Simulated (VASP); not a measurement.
# Fe (Im-3m) in VASP: settings compared, part 2 of 2

VASP 6.6.1. Earlier steps stand in the parts before.

### Step 4. Single point, PBE, collinear spin, ferromagnetic start

INCAR

```
PREC     = Accurate       # precision mode
ENCUT    = 520            # plane-wave cutoff, eV
EDIFF    = 1E-6           # SCF threshold, eV
ISMEAR   = -1             # smearing method
SIGMA    = 0.1            # smearing width, eV
LREAL    = F              # projectors in reciprocal space
LASPH    = T              # aspherical terms in the spheres
NELM     = 150            # most SCF steps
ALGO     = Normal         # electronic algorithm
ISIF     = 2              # what is computed and relaxed
LWAVE    = F              # write WAVECAR
LCHARG   = F              # write CHGCAR
ISPIN    = 2              # spin polarisation
MAGMOM   = 2.2            # initial moments
LORBIT   = 11             # projections on sites
LMAXMIX  = 4              # l up to which the mixer works
GGA      = PE             # functional
NBANDS   = 14             # bands
```

KPOINTS

```
regular mesh
0
Gamma
  12 12 12
```

POSCAR

```
Fe
1.0
   -1.4330000000      1.4330000000      1.4330000000
    1.4330000000     -1.4330000000      1.4330000000
    1.4330000000      1.4330000000     -1.4330000000
Fe
1
Direct
    0.0000000000      0.0000000000      0.0000000000
```

Potentials or basis: VASP PAW PBE potentials, release 64 (Fe).

Run with:

```bash
cat potpaw_PBE.64/Fe/POTCAR > POTCAR
mpirun -np 1 vasp_std > vasp.out
```

OUTCAR:

```text
PREC = Accurate
   ENCUT = 520
   EDIFF = 1E-6
   ISMEAR = -1
   LREAL = F
   LASPH = T
   NELM = 150
   ISIF = 2
   ISPIN = 2
   LORBIT = 11
   GGA = PE

 ion  position               nearest neighbor table
   1  0.000  0.000  0.000-

  LATTYP: Found a body centered cubic cell.
 ALAT       =     2.8660000000

  Lattice vectors:

 A1 = (  -1.4330000000,   1.4330000000,   1.4330000000)
 A2 = (   1.4330000000,  -1.4330000000,   1.4330000000)
 A3 = (   1.4330000000,   1.4330000000,  -1.4330000000)

Analysis of symmetry for initial positions (statically):
=====================================================================
 Subroutine PRICEL returns:
 Original cell was already a primitive cell.

 Routine SETGRP: Setting up the symmetry group for a
 body centered cubic supercell.

 Subroutine GETGRP returns: Found 48 space group operations
 (whereof 48 operations were pure point group operations)
 out of a pool of 48 trial point group operations.

The static configuration has the point symmetry O_h .

Analysis of symmetry for dynamics (positions and initial velocities):
=====================================================================
 Subroutine PRICEL returns:
 Original cell was already a primitive cell.

 Routine SETGRP: Setting up the symmetry group for a
 body centered cubic supercell.

 Subroutine GETGRP returns: Found 48 space group operations
 (whereof 48 operations were pure point group operations)
 out of a pool of 48 trial point group operations.

The dynamic configuration has the point symmetry O_h .

Analysis of structural, dynamic, and magnetic symmetry:
=====================================================================
 Subroutine PRICEL returns:
 Original cell was already a primitive cell.

 Routine SETGRP: Setting up the symmetry group for a
 body centered cubic supercell.

 Subroutine GETGRP returns: Found 48 space group operations
 (whereof 48 operations were pure point group operations)
 out of a pool of 48 trial point group operations.

The overall configuration has the point symmetry O_h .

 Subroutine INISYM returns: Found 48 space group operations
 (whereof 48 operations are pure point group operations),
[... 159 lines left out ...]
      8      30.1412      0.00000
      9      30.1412      0.00000
     10      35.0028      0.00000
     11      35.0028      0.00000
     12      37.1014      0.00000
     13      37.1014      0.00000
     14      37.1014      0.00000
[... 379 lines left out ...]
      3       4.1608      1.00000
      4       4.4738      0.99996
      5       4.5545      0.99990
      6       8.1048      0.00000
      7      12.6010      0.00000
      8      20.9510      0.00000
      9      22.1221      0.00000
     10      31.6450      0.00000
     11      35.6667      0.00000
     12      39.9248      0.00000
     13      43.6030      0.00000
     14      45.3914      0.00000

 [... further k-points ...]

 spin component 2

 k-point     1 :       0.0000    0.0000    0.0000
  band No.  band energies     occupation
      1      -2.5977      1.00000
      2       5.2147      0.93350
      3       5.2148      0.93342
      4       5.2148      0.93341
      5       7.1726      0.00000
      6       7.1727      0.00000
      7      29.8696      0.00000
      8      29.8696      0.00000
      9      29.8696      0.00000
     10      35.1754      0.00000
     11      35.1754      0.00000
     12      37.7758      0.00000
     13      37.7759      0.00000
     14      37.7769      0.00000
[... 379 lines left out ...]
      3       5.2242      0.92732
      4       7.1246      0.00000
      5       7.4266      0.00000
      6       9.4431      0.00000
      7      13.9330      0.00000
      8      21.3320      0.00000
      9      22.7543      0.00000
     10      31.8210      0.00000
     11      36.2693      0.00000
     12      39.9535      0.00000
     13      43.6333      0.00000
     14      46.2266      0.00000

 [... further k-points ...]

------------------------ aborting loop because EDIFF is reached ----------------------------------------

  FORCE on cell =-STRESS in cart. coord.  units (eV):
  Direction    XX          YY          ZZ          XY          YZ          ZX
  --------------------------------------------------------------------------------------
  -------------------------------------------------------------------------------------
  Total       -0.4205606     -0.4205606     -0.4205606     -0.0000000      0.0000000     -0.0000000
  in kB      -57.2454040    -57.2454040    -57.2454040     -0.0000000      0.0000000     -0.0000000
  external PRESSURE =     -57.2454040 kB  Pullay stress =       0.0000000 kB

 VOLUME and BASIS-vectors are now :
 -----------------------------------------------------------------------------
  energy-cutoff  :      520.00
  volume of cell :       11.77
      direct lattice vectors                 reciprocal lattice vectors
    -1.433000000  1.433000000  1.433000000     0.000000000  0.348918353  0.348918353
     1.433000000 -1.433000000  1.433000000     0.348918353  0.000000000  0.348918353
     1.433000000  1.433000000 -1.433000000     0.348918353  0.348918353  0.000000000

 POSITION                                       TOTAL-FORCE (eV/Angst)
 -----------------------------------------------------------------------------------
      0.00000      0.00000      0.00000        -0.000000      0.000000      0.000000
 -----------------------------------------------------------------------------------
    total drift:                                0.000000      0.000000      0.000000

  FREE ENERGIE OF THE ION-ELECTRON SYSTEM (eV)
  ---------------------------------------------------
  free  energy   TOTEN  =        -8.2517861202 eV

  energy  without entropy=       -8.2214318008  energy(sigma->0) =       -8.23660896

 total charge

# of ion       s       p       d       tot
------------------------------------------
    1        0.472   0.509   6.216   7.197

 magnetization (x)

# of ion       s       p       d       tot
------------------------------------------
    1       -0.014  -0.055   2.339   2.270
```

OSZICAR:

```text
N       E                     dE             d eps       ncg     rms          rms(c)
DAV:   1     0.204086324655E+02    0.20409E+02   -0.38645E+03  4440   0.692E+02
DAV:   2    -0.842182962740E+01   -0.28830E+02   -0.26684E+02  4428   0.126E+02
DAV:   3    -0.929952587664E+01   -0.87770E+00   -0.86609E+00  4796   0.225E+01
DAV:   4    -0.930250438982E+01   -0.29785E-02   -0.29783E-02  4794   0.119E+00
DAV:   5    -0.930251946105E+01   -0.15071E-04   -0.15071E-04  4860   0.868E-02    0.110E+01
DAV:   6    -0.835424982184E+01    0.94827E+00   -0.11376E+01  4962   0.384E+01    0.613E+00
DAV:   7    -0.826117040585E+01    0.93079E-01   -0.90069E-01  4950   0.103E+01    0.338E+00
DAV:   8    -0.825772042643E+01    0.34500E-02   -0.13449E-02  4894   0.665E-01    0.148E+00
DAV:   9    -0.825156852517E+01    0.61519E-02   -0.12766E-02  5400   0.669E-01    0.447E-01
DAV:  10    -0.825172289931E+01   -0.15437E-03   -0.14418E-03  4788   0.373E-01    0.141E-01
DAV:  11    -0.825178151344E+01   -0.58614E-04   -0.51341E-04  4806   0.175E-01    0.498E-02
DAV:  12    -0.825178574398E+01   -0.42305E-05   -0.92340E-06  4836   0.364E-02    0.156E-02
DAV:  13    -0.825178612023E+01   -0.37625E-06   -0.19502E-06  3398   0.107E-02
   1 F= -.82517861E+01 E0= -.82366090E+01  d E =-.303543E-01  mag=     2.2662
```

Wall time 18 s (1 thread of Intel Xeon 6975P-C, shared host); peak memory 0.13 GiB.

What came out:

```
Free energy                                           : -8.2518 eV
Pressure                                              : -5.7 GPa
Net moment                                            : 2.27 μB per cell
Site moments                                          : Fe +2.27 μB
Valence electrons inside the program's atomic spheres : Fe 7.20
```

### Step 5. Single point, LDA, collinear spin, ferromagnetic start

INCAR: that of step 4 with these lines changed.

```diff
@@ -2,3 +2,3 @@
 ENCUT    = 520            # plane-wave cutoff, eV
-EDIFF    = 1E-6           # SCF threshold, eV
+EDIFF    = 1E-7           # SCF threshold, eV
 ISMEAR   = -1             # smearing method
@@ -16,3 +16,3 @@
 LMAXMIX  = 4              # l up to which the mixer works
-GGA      = PE             # functional
+GGA      = CA             # functional
 NBANDS   = 14             # bands
```

KPOINTS

```
Automatic mesh
0
Gamma
  12 12 12
```

POSCAR is that of step 4.

Potentials or basis: VASP PAW LDA potentials, release 64 (Fe).

Run with:

```bash
cat potpaw_LDA.64/Fe/POTCAR > POTCAR
mpirun -np 1 vasp_std > vasp.out
```

OUTCAR:

```text
PREC = Accurate
   ENCUT = 520
   EDIFF = 1E-7
   ISMEAR = -1
   LREAL = F
   LASPH = T
   NELM = 150
   ISIF = 2
   ISPIN = 2
   LORBIT = 11
   GGA = CA

 ion  position               nearest neighbor table
   1  0.000  0.000  0.000-

  LATTYP: Found a body centered cubic cell.
 ALAT       =     2.8660000000

  Lattice vectors:

 A1 = (  -1.4330000000,   1.4330000000,   1.4330000000)
 A2 = (   1.4330000000,  -1.4330000000,   1.4330000000)
 A3 = (   1.4330000000,   1.4330000000,  -1.4330000000)

Analysis of symmetry for initial positions (statically):
=====================================================================
 Subroutine PRICEL returns:
 Original cell was already a primitive cell.

 Routine SETGRP: Setting up the symmetry group for a
 body centered cubic supercell.

 Subroutine GETGRP returns: Found 48 space group operations
[... 9 lines left out ...]

 Routine SETGRP: Setting up the symmetry group for a
 body centered cubic supercell.

 Subroutine GETGRP returns: Found 48 space group operations
 (whereof 48 operations were pure point group operations)
 out of a pool of 48 trial point group operations.

[... 594 lines left out ...]
     13      37.5506      0.00000
     14      37.5506      0.00000
[... 379 lines left out ...]
      3       5.1155      0.89805
      4       6.6517      0.00000
      5       6.8992      0.00000
      6       9.2451      0.00000
      7      13.6990      0.00000
      8      21.3029      0.00000
      9      22.4905      0.00000
     10      31.8411      0.00000
     11      36.0664      0.00000
     12      39.8998      0.00000
     13      43.6376      0.00000
     14      45.8201      0.00000

 [... further k-points ...]

------------------------ aborting loop because EDIFF is reached ----------------------------------------

  FORCE on cell =-STRESS in cart. coord.  units (eV):
  Direction    XX          YY          ZZ          XY          YZ          ZX
  --------------------------------------------------------------------------------------
  -------------------------------------------------------------------------------------
  Total       -1.7162159     -1.7162159     -1.7162159     -0.0000000      0.0000000      0.0000000
  in kB     -233.6059741   -233.6059741   -233.6059741     -0.0000000      0.0000000      0.0000000
  external PRESSURE =    -233.6059741 kB  Pullay stress =       0.0000000 kB

 VOLUME and BASIS-vectors are now :
 -----------------------------------------------------------------------------
  energy-cutoff  :      520.00
  volume of cell :       11.77
      direct lattice vectors                 reciprocal lattice vectors
    -1.433000000  1.433000000  1.433000000     0.000000000  0.348918353  0.348918353
     1.433000000 -1.433000000  1.433000000     0.348918353  0.000000000  0.348918353
     1.433000000  1.433000000 -1.433000000     0.348918353  0.348918353  0.000000000

 POSITION                                       TOTAL-FORCE (eV/Angst)
 -----------------------------------------------------------------------------------
      0.00000      0.00000      0.00000         0.000000     -0.000000     -0.000000
 -----------------------------------------------------------------------------------
    total drift:                               -0.000000      0.000000      0.000000

  FREE ENERGIE OF THE ION-ELECTRON SYSTEM (eV)
  ---------------------------------------------------
  free  energy   TOTEN  =        -9.1256651710 eV

  energy  without entropy=       -9.0914045827  energy(sigma->0) =       -9.10853488

 total charge

# of ion       s       p       d       tot
------------------------------------------
    1        0.474   0.503   6.234   7.210

 magnetization (x)

# of ion       s       p       d       tot
------------------------------------------
    1       -0.011  -0.033   2.198   2.154
```

Wall time 20 s (1 thread of Intel Xeon 6975P-C, shared host); peak memory 0.13 GiB.

Results:

```yaml
Free_energy: -9.1257 eV
Pressure: -23.4 GPa
Net_moment: 2.18 μB per cell
Site_moments: Fe +2.15 μB
Valence_electrons_inside_the_program's_atomic_spheres: Fe 7.21
```

### Step 6. Overview

| level | potentials or basis | spin | gap on the mesh (eV) | pressure (GPa) | moment (μB) |
| --- | --- | --- | --- | --- | --- |
| PBE | VASP PAW PBE potentials, release 64 (Fe) | off | none | -22.7 | - |
| LDA | VASP PAW LDA potentials, release 64 (Fe) | off | none | -37.7 | - |
| PBE | VASP PAW PBE potentials, release 64 (Fe) | collinear, ferromagnetic start | none | -5.7 | 2.27 |
| LDA | VASP PAW LDA potentials, release 64 (Fe) | collinear, ferromagnetic start | none | -23.4 | 2.18 |

Alike in all rows: task single point; cell as given; k mesh 12 × 12 × 12; cutoff (eV) 520; smearing fermi-dirac 0.1 eV.

Total energies depend on the potentials used, so only differences within one code and one set of settings carry meaning.
